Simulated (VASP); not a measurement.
# O (Pm-3m) in VASP: density of states with LDA

Aim: the density of states of O with LDA.

All numbers are computed with VASP 6.6.1; they aren't measurements. Logs are shortened: lines on timing, memory, paths and dates and some standing lists are left out, and cuts for length are marked.

**1. The cell of the first run**

It takes space group Pm-3m (No. 221, cubic). Conventional cell: a = 1.941 Å, b = 1.941 Å, c = 1.941 Å, α = 90.00°, β = 90.00°, γ = 90.00°. Within 2.6 Å of O (site symmetry m-3m) lie 6 O at 1.94 Å.

**2. Density of states, LDA**

The input, POSCAR:

```
O
1.0
    1.9406588072      0.0000000000      0.0000000000
    0.0000000000      1.9406588072      0.0000000000
    0.0000000000      0.0000000000      1.9406588072
O
1
Direct
    0.0000000000      0.0000000000      0.0000000000
```

The input, INCAR.step1:

```
SYSTEM = O
  PREC = Accurate
  ENCUT = 520
  EDIFF = 1E-6
  ISMEAR = -1
  SIGMA = 0.05
  LREAL = .FALSE.
  LASPH = .TRUE.
  NELM = 60
  ALGO = Normal
  ISIF = 2
  LWAVE = .FALSE.
  LCHARG = .TRUE.
  GGA = CA
  NBANDS = 9
```

The input, KPOINTS.step1:

```
regular mesh
0
G
  18 18 18
  0 0 0
```

The input, INCAR.step2:

```
SYSTEM = O
  PREC = Accurate
  ENCUT = 520
  EDIFF = 1E-6
  ISMEAR = -5
  SIGMA = 0.05
  LREAL = .FALSE.
  LASPH = .TRUE.
  NELM = 60
  ALGO = Normal
  ISIF = 2
  LWAVE = .FALSE.
  LCHARG = .FALSE.
  GGA = CA
  LORBIT = 11
  NBANDS = 9
  NEDOS = 2001
  ICHARG = 11
```

The input, KPOINTS.step2:

```
regular mesh
0
G
  27 27 27
  0 0 0
```

Potentials or basis: VASP PAW LDA potentials, release 64 (O).

Launch:

```sh
> cat potpaw_LDA.64/O/POTCAR > POTCAR
> cp INCAR.step1 INCAR
> cp KPOINTS.step1 KPOINTS
> mpirun -np 1 vasp_std > vasp.out
> cp INCAR.step2 INCAR
> cp KPOINTS.step2 KPOINTS
> mpirun -np 1 vasp_std > vasp.out
```

OUTCAR:

```text
SYSTEM = O
   PREC = Accurate
   ENCUT = 520
   EDIFF = 1E-6
   ISMEAR = -5
   LREAL = .FALSE.
   LASPH = .TRUE.
   NELM = 60
   ISIF = 2
   GGA = CA
   LORBIT = 11
   ICHARG = 11

 ion  position               nearest neighbor table
   1  0.000  0.000  0.000-

  LATTYP: Found a simple cubic cell.
 ALAT       =     1.9406588072

  Lattice vectors:

 A1 = (   1.9406588072,   0.0000000000,   0.0000000000)
 A2 = (   0.0000000000,   1.9406588072,   0.0000000000)
 A3 = (   0.0000000000,   0.0000000000,   1.9406588072)

Analysis of symmetry for initial positions (statically):
=====================================================================
 Subroutine PRICEL returns:
 Original cell was already a primitive cell.

 Routine SETGRP: Setting up the symmetry group for a
 simple cubic supercell.

 Subroutine GETGRP returns: Found 48 space group operations
 (whereof 48 operations were pure point group operations)
 out of a pool of 48 trial point group operations.

The static configuration has the point symmetry O_h .

Analysis of symmetry for dynamics (positions and initial velocities):
=====================================================================
 Subroutine PRICEL returns:
 Original cell was already a primitive cell.

 Routine SETGRP: Setting up the symmetry group for a
 simple cubic supercell.

 Subroutine GETGRP returns: Found 48 space group operations
 (whereof 48 operations were pure point group operations)
 out of a pool of 48 trial point group operations.

The dynamic configuration has the point symmetry O_h .

 Subroutine INISYM returns: Found 48 space group operations
 (whereof 48 operations are pure point group operations),
 and found     1 'primitive' translations

----------------------------------------------------------------------------------------

                                     Primitive cell

  volume of cell :       7.3088

  direct lattice vectors                    reciprocal lattice vectors
     1.940658807  0.000000000  0.000000000     0.515288930  0.000000000  0.000000000
     0.000000000  1.940658807  0.000000000     0.000000000  0.515288930  0.000000000
     0.000000000  0.000000000  1.940658807     0.000000000  0.000000000  0.515288930

  length of vectors
     1.940658807  1.940658807  1.940658807     0.515288930  0.515288930  0.515288930

  position of ions in fractional coordinates (direct lattice)
     0.000000000  0.000000000  0.000000000

  ion indices of the primitive-cell ions
   primitive index   ion index
                 1           1

----------------------------------------------------------------------------------------

 KPOINTS: regular mesh

Automatic generation of k-mesh.
 Grid dimensions read from file:
 generate k-points for:   27   27   27

 Generating k-lattice:

  Cartesian coordinates                     Fractional coordinates (reciprocal lattice)
     0.019084775  0.000000000  0.000000000     0.037037037  0.000000000  0.000000000
     0.000000000  0.019084775  0.000000000     0.000000000  0.037037037  0.000000000
     0.000000000  0.000000000  0.019084775     0.000000000  0.000000000  0.037037037

  Length of vectors
     0.019084775  0.019084775  0.019084775

  Shift w.r.t. Gamma in fractional coordinates (k-lattice)
     0.000000000  0.000000000  0.000000000

 TETIRR: Found   9803 inequivalent tetrahedra from   118098

 Subroutine IBZKPT returns following result:
 ===========================================

 Found    560 irreducible k-points:

 Following reciprocal coordinates:
            Coordinates               Weight
  0.000000  0.000000  0.000000      1.000000
  0.037037  0.000000  0.000000      6.000000
  0.074074  0.000000  0.000000      6.000000
  0.111111  0.000000  0.000000      6.000000
  0.148148  0.000000  0.000000      6.000000
  0.185185  0.000000  0.000000      6.000000
[... 16 lines left out ...]
  0.333333  0.037037  0.000000     24.000000
  0.370370  0.037037  0.000000     24.000000
 [... further k-points ...]
   k-points           NKPTS =    560   k-points in BZ     NKDIM =    560   number of bands    NBANDS=      9
   number of dos      NEDOS =   2001   number of ions     NIONS =      1
   total plane-waves  NPLWV =   2744
   dimension x,y,z NGX =    14 NGY =   14 NGZ =   14
   dimension x,y,z NGXF=    28 NGYF=   28 NGZF=   28
   ions per type =               1
   NGX,Y,Z   is equivalent  to a cutoff of  11.99, 11.99, 11.99 a.u.
   NGXF,Y,Z  is equivalent  to a cutoff of  23.99, 23.99, 23.99 a.u.
 SYSTEM =  O
   PREC   = accura    normal or accurate (medium, high low for compatibility)
   ISTART =      0    job   : 0-new  1-cont  2-samecut
   ICHARG =     11    charge: 1-file 2-atom 10-const
   ISPIN  =      1    spin polarized calculation?
   LNONCOLLINEAR =      F non collinear calculations
   LSORBIT =      F    spin-orbit coupling
   LASPH  =      T    aspherical Exc in radial PAW
   ENCUT  =  520.0 eV  38.22 Ry    6.18 a.u.   3.61  3.61  3.61*2*pi/ulx,y,z
   NELM   =     60;   NELMIN=  2; NELMDL=  0     # of ELM steps
   EDIFF  = 0.1E-05   stopping-criterion for ELM
   LREAL  =      F    real-space projection
   EDIFFG = 0.1E-04   stopping-criterion for IOM
   NSW    =      0    number of steps for IOM
   IBRION =     -1    ionic relax: 0-MD 1-quasi-New 2-CG
   NFREE  =      0    steps in history (QN), initial steepest desc. (CG)
   ISIF   =      2    stress and relaxation
   ISYM   =      2    0-nonsym 1-usesym 2-fastsym
   POTIM  = 0.5000    time-step for ionic-motion
   TEBEG  =    0.0;   TEEND  =   0.0 temperature during run
   PSTRESS=    0.0 pullay stress
   NELECT =       6.0000    total number of electrons
   NUPDOWN=      -1.0000    fix difference up-down
   EMIN   =  10.00;   EMAX   =-10.00  energy-range for DOS
   EFERMI =   0.00;   METHOD = LEGACY
   ISMEAR =    -5;   SIGMA  =   0.05  broadening in eV -4-tet -1-fermi 0-gaus
   EFERMI_NEDOS =   21; number of points for ismear=-14 and -15
   IALGO  =     38    algorithm
   IMIX   =      4    mixing-type and parameters
     AMIX     =   0.40;   BMIX     =  1.00
     AMIX_MAG =   1.60;   BMIX_MAG =  1.00
  volume/ion in A,a.u.               =       7.31        49.32
  Fermi-wavevector in a.u.,A,eV,Ry     =   1.532884  2.896731 31.970078  2.349734
  Thomas-Fermi vector in A             =   2.640028
   LORBIT       =     11    0 simple, 1 ext, 2 COOP (PROOUT), +10 PAW based schemes
   GGA     = CA    functional components
   LHFCALC =     F    Hartree Fock is set to
   AEXX    =    0.0000 exact exchange contribution
   IVDW    =     0    specifies the selected vdW correction
   LEPSILON=     F    determine dielectric tensor
   LRPA    =     F    only Hartree local field effects (RPA)
 non-spin polarized calculation
 Fermi weights with tetrahedron method with Bloechl corrections
  energy-cutoff  :      520.00
  volume of cell :        7.31
 maximum number of plane-waves:       208

 number of electron       6.0000003 magnetization

 Free energy of the ion-electron system (eV)
  ---------------------------------------------------
  ext. energy  EPLUGINS =         0.00000000
  ---------------------------------------------------
  free energy    TOTEN  =        -3.96152928 eV

  energy without entropy =       -3.96152928  energy(sigma->0) =       -3.96152928

 E-fermi :   3.5433     XC(G=0): -12.9771

 val. band max:        3.6639066690   @ k =   0.2963   0.1481   0.1481
 cond. band min:       3.5084788705   @ k =   0.1111   0.1111   0.0000
 fundamental gap:     -0.1554277985
 Fermi energy:         3.5433339001

 k-point     1 :       0.0000    0.0000    0.0000
  band No.  band energies     occupation
      1     -19.4994      2.00000
      2       4.6904      0.00000
      3       4.6904      0.00000
      4       4.6904      0.00000
      5      20.2066      0.00000
      6      30.8492      0.00000
      7      30.8492      0.00000
      8      49.5148      0.00000
      9      49.5149      0.00000

 k-point     2 :       0.0370    0.0000    0.0000
  band No.  band energies     occupation
      1     -19.4626      2.00000
      2       4.5288      0.00000
      3       4.7046      0.00000
      4       4.7046      0.00000
      5      20.2691      0.00000
      6      30.8995      0.00000
      7      30.9452      0.00000
      8      49.4140      0.00000
      9      49.4162      0.00000

 k-point     3 :       0.0741    0.0000    0.0000
  band No.  band energies     occupation
      1     -19.3533      2.00000
      2       4.0623     -0.09689
      3       4.7462      0.00000
      4       4.7462      0.00000
      5      20.4472      0.00000
      6      31.0492      0.00000
      7      31.2104      0.00000
      8      49.1025      0.00000
      9      49.1099      0.00000

 k-point     4 :       0.1111    0.0000    0.0000
  band No.  band energies     occupation
      1     -19.1728      2.00000
      2       3.3399      1.64363
      3       4.8136      0.00000
      4       4.8136      0.00000
      5      20.7199      0.00000
      6      31.2977      0.00000
      7      31.5839      0.00000
      8      48.6000      0.00000
      9      48.6020      0.00000

 k-point     5 :       0.1481    0.0000    0.0000
  band No.  band energies     occupation
      1     -18.9234      2.00000
      2       2.4246      2.00000
      3       4.9041      0.00000
      4       4.9041      0.00000
      5      21.0643      0.00000
      6      31.6437      0.00000
      7      31.9755      0.00000
      8      47.9418      0.00000
      9      47.9423      0.00000

 k-point     6 :       0.1852    0.0000    0.0000
  band No.  band energies     occupation
      1     -18.6105      2.00000
      2       1.3797      2.00000
      3       5.0128      0.00000
      4       5.0128      0.00000
      5      21.4613      0.00000
      6      32.0839      0.00000
      7      32.2828      0.00000
      8      47.1514      0.00000
      9      47.1514      0.00000
[... 169 lines left out ...]
 k-point    21 :       0.2593    0.0370    0.0000
  band No.  band energies     occupation
      1     -17.7826      2.00000
      2      -0.8510      2.00000
      3       5.1222      0.00000
      4       5.2771      0.00000
      5      22.3872      0.00000
      6      32.4104      0.00000
      7      33.2817      0.00000
      8      45.0845      0.00000
      9      45.4627      0.00000

 k-point    22 :       0.2963    0.0370    0.0000
  band No.  band energies     occupation
      1     -17.3252      2.00000
      2      -1.9673      2.00000
      3       5.2569      0.00000
      4       5.4066      0.00000
      5      22.8678      0.00000
      6      32.1623      0.00000
      7      33.9596      0.00000
      8      44.2679      0.00000
      9      44.6495      0.00000

 k-point    23 :       0.3333    0.0370    0.0000
  band No.  band energies     occupation
      1     -16.8500      2.00000
      2      -3.0203      2.00000
      3       5.3847      0.00000
      4       5.5296      0.00000
      5      23.3598      0.00000
      6      31.7756      0.00000
      7      34.6951      0.00000
      8      43.4965      0.00000
      9      43.9144      0.00000

 k-point    24 :       0.3704    0.0370    0.0000
  band No.  band energies     occupation
      1     -16.3839      2.00000
      2      -3.9661      2.00000
      3       5.4983      0.00000
      4       5.6387      0.00000
      5      23.8406      0.00000
      6      31.3108      0.00000
      7      35.4618      0.00000
      8      42.7981      0.00000
      9      43.2890      0.00000

 [... further k-points ...]

------------------------ aborting loop because EDIFF is reached ----------------------------------------

  FORCE on cell =-STRESS in cart. coord.  units (eV):
  Direction    XX          YY          ZZ          XY          YZ          ZX
  --------------------------------------------------------------------------------------
  -------------------------------------------------------------------------------------
  Total       -0.0076378     -0.0076378     -0.0076378      0.0000000      0.0000000      0.0000000
  in kB       -1.6743008     -1.6743008     -1.6743008      0.0000000      0.0000000      0.0000000
  external PRESSURE =      -1.6743008 kB  Pullay stress =       0.0000000 kB

 VOLUME and BASIS-vectors are now :
 -----------------------------------------------------------------------------
  energy-cutoff  :      520.00
  volume of cell :        7.31
      direct lattice vectors                 reciprocal lattice vectors
     1.940658807  0.000000000  0.000000000     0.515288930  0.000000000  0.000000000
     0.000000000  1.940658807  0.000000000     0.000000000  0.515288930  0.000000000
     0.000000000  0.000000000  1.940658807     0.000000000  0.000000000  0.515288930

 POSITION                                       TOTAL-FORCE (eV/Angst)
 -----------------------------------------------------------------------------------
      0.00000      0.00000      0.00000         0.000000      0.000000      0.000000
 -----------------------------------------------------------------------------------
    total drift:                                0.000000      0.000000     -0.000000

  FREE ENERGIE OF THE ION-ELECTRON SYSTEM (eV)
  ---------------------------------------------------
  free  energy   TOTEN  =        -3.9615292753 eV

  energy  without entropy=       -3.9615292753  energy(sigma->0) =       -3.96152928

 total charge

# of ion       s       p       d       tot
------------------------------------------
    1        1.664   2.939   0.000   4.604
```

Run time: 19 s. Hardware: 1 thread of AMD EPYC 7R43 (Zen 3), shared host; peak memory 0.11 GiB.

What came out:

```yaml
Valence_electrons_inside_the_program's_atomic_spheres: O 4.60
```

Caveat: tetrahedron occupations give inexact forces and stress in metals.
